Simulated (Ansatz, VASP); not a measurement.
**Two plane-wave programs on Co**

```
CELL_PARAMETERS angstrom
2.49352 0.00000 0.00000
-1.24676 2.15945 0.00000
0.00000 0.00000 4.02778
ATOMIC_POSITIONS crystal
Co 0.33333 0.66667 0.25000
Co 0.66667 0.33333 0.75000
```

Alike in both runs: task single point; functional PBE; k mesh 12 × 12 × 6; occupations fermi-dirac, width 0.05 eV; collinear spin.

|  | VASP | Ansatz |
| --- | --- | --- |
| version | VASP 6.6.1 | Ansatz 0.2.0 |
| potentials or method | VASP PAW PBE potentials, release 64 (Co), cutoff 520 eV | plane waves (420 eV) with PAW, scalar-relativistic |
| valence electrons in the cell | 18 | 34 |

VASP gave:

| Property | Result |
| --- | --- |
| pressure (GPa) | 0.1 |
| traceless stress, the component that is largest in VASP (GPa) | -0.29 |
| net moment per atom (μB) | 1.63 |
| size of the moment on the site where the two differ most (μB) | 1.65 |

Problem. What did Ansatz give for the same quantities?

Solution. Pressure (GPa): 0.9; traceless stress, the component that is largest in VASP (GPa): -0.08; net moment per atom (μB): 1.65; size of the moment on the site where the two differ most (μB): 1.72.

Site moments also hang on the region over which each program counts them. With one functional, cell and mesh, what is left measures potentials, basis and numerics. VASP's potentials hold 18 valence electrons a cell and Ansatz's 34, so a difference there can come from the potentials and not from the codes.
